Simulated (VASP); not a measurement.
# Sr (P2_1/m) in VASP: single point with PBEsol

Aim: the single point of Sr with PBEsol.

Everything below comes from runs of VASP 6.6.1. Logs are shortened: lines on timing, memory, paths and dates and some standing lists are left out, and cuts for length are marked.

**1. The cell of the first run**

The typed cell holds 2 atoms: a = 4.195 Å, b = 4.195 Å, c = 6.879 Å, α = 90.00°, β = 90.00°, γ = 120.00°.

**2. Single point, PBEsol (mode 4 frozen in at -0.700 Å and mode 6 at +0.000 Å (largest displacements))**

Contents of INCAR:

```
SYSTEM = Sr
PREC = Accurate
ENCUT = 520
EDIFF = 1E-7
ISMEAR = 0
SIGMA = 0.15
LREAL = .FALSE.
LASPH = .TRUE.
NELM = 100
ALGO = Normal
ISIF = 2
LWAVE = .FALSE.
LCHARG = .TRUE.
GGA = PS
LELF = .TRUE.
LVHAR = .TRUE.
NBANDS = 17
```

Contents of KPOINTS:

```
regular mesh
0
G
  12 12 8
  0 0 0
```

Contents of POSCAR:

```
Sr
1.0
    4.1945366888      0.0000000000      0.0000000000
   -2.0972683444      3.6325753296      0.0000000000
    0.0000000000      0.0000000000      6.8785266073
Sr
2
Direct
    0.1664495862      0.6666666667      0.2500000000
    0.8335504138      0.3333333333      0.7500000000
```

Potentials or basis: VASP PAW PBE potentials, release 64 (Sr_sv).

Command:

```sh
$ cat potpaw_PBE.64/Sr_sv/POTCAR > POTCAR
$ mpirun -np 1 vasp_std > vasp.out
```

OUTCAR:

```text
SYSTEM = Sr
   PREC = Accurate
   ENCUT = 520
   EDIFF = 1E-7
   ISMEAR = 0
   LREAL = .FALSE.
   LASPH = .TRUE.
   NELM = 100
   ISIF = 2
   GGA = PS

 ion  position               nearest neighbor table
   1  0.166  0.667  0.250-   2 3.71   2 3.71   2 4.43   2 4.43   2 5.05   2 5.05   2 5.05   2 5.05

   2  0.834  0.333  0.750-   1 3.71   1 3.71   1 4.43   1 4.43   1 5.05   1 5.05   1 5.05   1 5.05

  LATTYP: Found a hexagonal cell.
 ALAT       =     4.1945366888
 C/A-ratio  =     1.6398775640

  Lattice vectors:

 A1 = (   4.1945366888,   0.0000000000,   0.0000000000)
 A2 = (  -2.0972683444,   3.6325753296,   0.0000000000)
 A3 = (   0.0000000000,   0.0000000000,   6.8785266073)

Analysis of symmetry for initial positions (statically):
=====================================================================
 Subroutine PRICEL returns:
 Original cell was already a primitive cell.

 Routine SETGRP: Setting up the symmetry group for a
 hexagonal supercell.

 Subroutine GETGRP returns: Found  4 space group operations
 (whereof  2 operations were pure point group operations)
 out of a pool of 24 trial point group operations.

The static configuration has the point symmetry S_2 .
 The point group associated with its full space group is C_2h.

Analysis of symmetry for dynamics (positions and initial velocities):
=====================================================================
 Subroutine PRICEL returns:
 Original cell was already a primitive cell.

 Routine SETGRP: Setting up the symmetry group for a
 hexagonal supercell.

 Subroutine GETGRP returns: Found  4 space group operations
 (whereof  2 operations were pure point group operations)
 out of a pool of 24 trial point group operations.

The dynamic configuration has the point symmetry S_2 .
 The point group associated with its full space group is C_2h.

 Subroutine INISYM returns: Found  4 space group operations
 (whereof  2 operations are pure point group operations),
 and found     1 'primitive' translations

----------------------------------------------------------------------------------------

                                     Primitive cell

  volume of cell :     104.8079

  direct lattice vectors                    reciprocal lattice vectors
     4.194536689  0.000000000  0.000000000     0.238405353  0.137643395  0.000000000
    -2.097268344  3.632575330  0.000000000     0.000000000  0.275286789  0.000000000
     0.000000000  0.000000000  6.878526607     0.000000000  0.000000000  0.145379971

  length of vectors
     4.194536689  4.194536689  6.878526607     0.275286789  0.275286789  0.145379971

  position of ions in fractional coordinates (direct lattice)
     0.166449586  0.666666667  0.250000000
[... 81 lines left out ...]
   NSW    =      0    number of steps for IOM
   IBRION =     -1    ionic relax: 0-MD 1-quasi-New 2-CG
   NFREE  =      0    steps in history (QN), initial steepest desc. (CG)
   ISIF   =      2    stress and relaxation
   ISYM   =      2    0-nonsym 1-usesym 2-fastsym
   POTIM  = 0.5000    time-step for ionic-motion
   TEBEG  =    0.0;   TEEND  =   0.0 temperature during run
   PSTRESS=    0.0 pullay stress
   NELECT =      20.0000    total number of electrons
   NUPDOWN=      -1.0000    fix difference up-down
   EMIN   =  10.00;   EMAX   =-10.00  energy-range for DOS
   EFERMI =   0.00;   METHOD = LEGACY
   ISMEAR =     0;   SIGMA  =   0.15  broadening in eV -4-tet -1-fermi 0-gaus
   EFERMI_NEDOS =   21; number of points for ismear=-14 and -15
   IALGO  =     38    algorithm
   IMIX   =      4    mixing-type and parameters
     AMIX     =   0.40;   BMIX     =  1.00
     AMIX_MAG =   1.60;   BMIX_MAG =  1.00
  volume/ion in A,a.u.               =      52.40       353.64
  Fermi-wavevector in a.u.,A,eV,Ry     =   0.942512  1.781089 12.086444  0.888329
  Thomas-Fermi vector in A             =   2.070128
   LORBIT       =      0    0 simple, 1 ext, 2 COOP (PROOUT), +10 PAW based schemes
   GGA     = PS    functional components
   LHFCALC =     F    Hartree Fock is set to
   AEXX    =    0.0000 exact exchange contribution
   IVDW    =     0    specifies the selected vdW correction
   LEPSILON=     F    determine dielectric tensor
   LRPA    =     F    only Hartree local field effects (RPA)
 non-spin polarized calculation
 Gauss-broadening in eV      SIGMA  =   0.15
  energy-cutoff  :      520.00
  volume of cell :      104.81
 maximum number of plane-waves:      2853
   NGX = 15   NGY = 15   NGZ = 25

 number of electron      20.0000000 magnetization

 Free energy of the ion-electron system (eV)
  ---------------------------------------------------
  ext. energy  EPLUGINS =         0.00000000
  ---------------------------------------------------
  free energy    TOTEN  =        -3.46177909 eV

  energy without entropy =       -3.43353627  energy(sigma->0) =       -3.44765768

 E-fermi :   1.6120     XC(G=0):  -7.5789

 val. band max:        1.6104282024   @ k =   0.4167   0.3333   0.0000
 cond. band min:       1.6157327352   @ k =   0.4167   0.3333   0.1250
 fundamental gap:      0.0053045328
 Fermi energy:         1.6120066400

 k-point     1 :       0.0000    0.0000    0.0000
  band No.  band energies     occupation
      1     -34.8746      2.00000
      2     -34.8424      2.00000
      3     -17.0933      2.00000
      4     -16.8058      2.00000
      5     -16.7658      2.00000
      6     -16.7638      2.00000
[... 457 lines left out ...]
      4     -16.8566      2.00000
      5     -16.8387      2.00000
      6     -16.7877      2.00000
[... 9 lines left out ...]
     16       4.7617      0.00000
     17       4.9476      0.00000

 [... further k-points ...]

------------------------ aborting loop because EDIFF is reached ----------------------------------------

  FORCE on cell =-STRESS in cart. coord.  units (eV):
  Direction    XX          YY          ZZ          XY          YZ          ZX
  --------------------------------------------------------------------------------------
  -------------------------------------------------------------------------------------
  Total       -0.7559092     -0.1898779      1.0872477      0.4884484      0.0000000      0.0000000
  in kB      -11.5554309     -2.9026256     16.6205369      7.4668119      0.0000000      0.0000000
  external PRESSURE =       0.7208268 kB  Pullay stress =       0.0000000 kB

 VOLUME and BASIS-vectors are now :
 -----------------------------------------------------------------------------
  energy-cutoff  :      520.00
  volume of cell :      104.81
      direct lattice vectors                 reciprocal lattice vectors
     4.194536689  0.000000000  0.000000000     0.238405353  0.137643395  0.000000000
    -2.097268344  3.632575330  0.000000000     0.000000000  0.275286789  0.000000000
     0.000000000  0.000000000  6.878526607     0.000000000  0.000000000  0.145379971

 POSITION                                       TOTAL-FORCE (eV/Angst)
 -----------------------------------------------------------------------------------
     -0.70000      2.42172      1.71963         0.203055      0.352708      0.000000
      2.79727      1.21086      5.15889        -0.203055     -0.352708      0.000000
 -----------------------------------------------------------------------------------
    total drift:                                0.000000     -0.000000      0.000000

  FREE ENERGIE OF THE ION-ELECTRON SYSTEM (eV)
  ---------------------------------------------------
  free  energy   TOTEN  =        -3.4617790872 eV

  energy  without entropy=       -3.4335362680  energy(sigma->0) =       -3.44765768
```

OSZICAR:

```text
N       E                     dE             d eps       ncg     rms          rms(c)
DAV:   1     0.106350350861E+03    0.10635E+03   -0.94380E+03 12580   0.996E+02
DAV:   2     0.491296100288E+01   -0.10144E+03   -0.99873E+02 15897   0.228E+02
DAV:   3    -0.330189307553E+01   -0.82149E+01   -0.81875E+01 23376   0.465E+01
DAV:   4    -0.346854782390E+01   -0.16665E+00   -0.16656E+00 16598   0.626E+00
DAV:   5    -0.347289463055E+01   -0.43468E-02   -0.43462E-02 20633   0.727E-01    0.175E+01
DAV:   6    -0.346581028906E+01    0.70843E-02   -0.12883E-02 16172   0.114E+00    0.991E+00
DAV:   7    -0.346153826902E+01    0.42720E-02   -0.25249E-02 16179   0.151E+00    0.368E-01
DAV:   8    -0.346171626561E+01   -0.17800E-03   -0.31246E-03 20100   0.272E-01    0.123E-01
DAV:   9    -0.346176333906E+01   -0.47073E-04   -0.95125E-05 17242   0.608E-02    0.494E-02
DAV:  10    -0.346177983229E+01   -0.16493E-04   -0.11851E-05 15741   0.321E-02    0.911E-03
DAV:  11    -0.346177946782E+01    0.36447E-06   -0.60917E-07 20887   0.430E-03    0.278E-03
DAV:  12    -0.346177883769E+01    0.63013E-06   -0.28148E-07 14464   0.311E-03    0.187E-03
DAV:  13    -0.346177908404E+01   -0.24636E-06   -0.34761E-08  8854   0.132E-03    0.377E-04
DAV:  14    -0.346177908717E+01   -0.31330E-08   -0.88535E-09  8191   0.520E-04
   1 F= -.34617791E+01 E0= -.34476577E+01  d E =-.282428E-01
```

stdout:

```text
POSCAR found type information on POSCAR Sr
 POSCAR found :  1 types and       2 ions
 scaLAPACK will be used
 -----------------------------------------------------------------------------
|                                                                             |
|                                                                             |
|     You enforced a specific xc type in the INCAR file but a different       |
|     I HOPE YOU KNOW WHAT YOU ARE DOING!                                     |
|                                                                             |
 -----------------------------------------------------------------------------

 LDA part: xc-table for (Slater+PW92), standard interpolation
 POSCAR, INCAR and KPOINTS ok, starting setup
 FFT: planning ... GRIDC
 FFT: planning ... GRID_SOFT
 FFT: planning ... GRID
 WAVECAR not read
 entering main loop
```

Wall time 3.8 min (1 thread of Intel Xeon 6975P-C (Granite Rapids), shared host); peak memory 0.64 GiB.

What came out:

```yaml
Free_energy: -3.4618 eV
Pressure: 0.1 GPa
Largest_force: 0.407 eV/Å
Band_gap_on_the_k_mesh: zero (band 10 reaches 1.85 eV, above the bottom of band 11 at 1.38 eV)
```

Forces on the atoms (eV/Å):
```
Sr   0.203  0.353  0.000
Sr  -0.203 -0.353  0.000
```

Stress tensor (GPa, compression positive):
```
-1.16  0.75  0.00
 0.75 -0.29  0.00
 0.00  0.00  1.66
```

Caveat: the cell differs from its parent crystal (mode 4 frozen in at -0.700 Å and mode 6 at +0.000 Å (largest displacements)); the PAW data sets were made with another functional, which shifts forces and pressure a little.
